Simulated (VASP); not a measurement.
Wanted: the native input for a VASP 6.6.1 run.

```yaml
Task: single point
Functional: r2SCAN
Potentials_or_basis: VASP PAW PBE potentials, release 64 (O)
Cutoff: 520 eV
k_mesh: 1 × 1 × 1
Occupations: fermi-dirac, width 0.01 eV
Spin: collinear spin, ferromagnetic start
Starting_moments: "[1.0, 1.0] μB"
Dipole_correction: no
Further_INCAR_settings: ALGO = Normal; EDIFF = 1e-07; NBANDS = 17
```

The system is O, a slab with vacuum.

```
CELL_PARAMETERS angstrom
9.00000 0.00000 0.00000
0.00000 9.20000 0.00000
0.00000 0.00000 10.20000
ATOMIC_POSITIONS crystal
O 0.50000 0.50000 0.44090
O 0.50000 0.50000 0.55910
```

These files were run (other wordings do the same):

POSCAR

```
O
1.0
    9.0000000000      0.0000000000      0.0000000000
    0.0000000000      9.2000000000      0.0000000000
    0.0000000000      0.0000000000     10.2000000000
O
2
Direct
    0.5000000000      0.5000000000      0.4409049338
    0.5000000000      0.5000000000      0.5590950662
```

INCAR.step1

```
SYSTEM = O
PREC = Accurate
ENCUT = 520
ISMEAR = -1
SIGMA = 0.01
LREAL = .False.
LASPH = .True.
NELM = 150
ISPIN = 2
MAGMOM = 1 1
NBANDS = 17
GGA = PE
ALGO = Normal
EDIFF = 1E-4
LWAVE = .True.
LCHARG = .False.
```

INCAR.step2

```
SYSTEM = O
PREC = Accurate
ENCUT = 520
EDIFF = 1E-7
ISMEAR = -1
SIGMA = 0.01
LREAL = .False.
LASPH = .True.
NELM = 150
ALGO = Normal
ISIF = 2
LWAVE = .False.
LCHARG = .True.
ISPIN = 2
MAGMOM = 1 1
LORBIT = 11
METAGGA = R2SCAN
LMIXTAU = .True.
LELF = .True.
LVHAR = .True.
NBANDS = 17
ISTART = 1
```

KPOINTS

```
Automatic mesh
0
Gamma
  1 1 1
  0 0 0
```

Potentials or basis: VASP PAW PBE potentials, release 64 (O).

Command:

```console
$ cat potpaw_PBE.64/O/POTCAR > POTCAR
$ cp INCAR.step1 INCAR
$ mpirun -np 1 vasp_gam > vasp.out
$ cp INCAR.step2 INCAR
$ mpirun -np 1 vasp_gam > vasp.out
```

It gave:

- Largest force: 1.427 eV/Å
- Band gap on the k mesh: 3.45 eV
- Net moment: 2.00 μB per cell
- Site moments: O +0.83 μB
- Valence electrons inside the program's atomic spheres: O 4.94

Caveat: the standard files for N, O and F lose accuracy on very short bonds; the PAW data sets were made with another functional, which shifts forces and pressure a little.

It took 8.5 min on 1 thread of AMD EPYC 7R43 64-Core Processor (Zen 3) (shared host), peak memory 1.2 GiB.
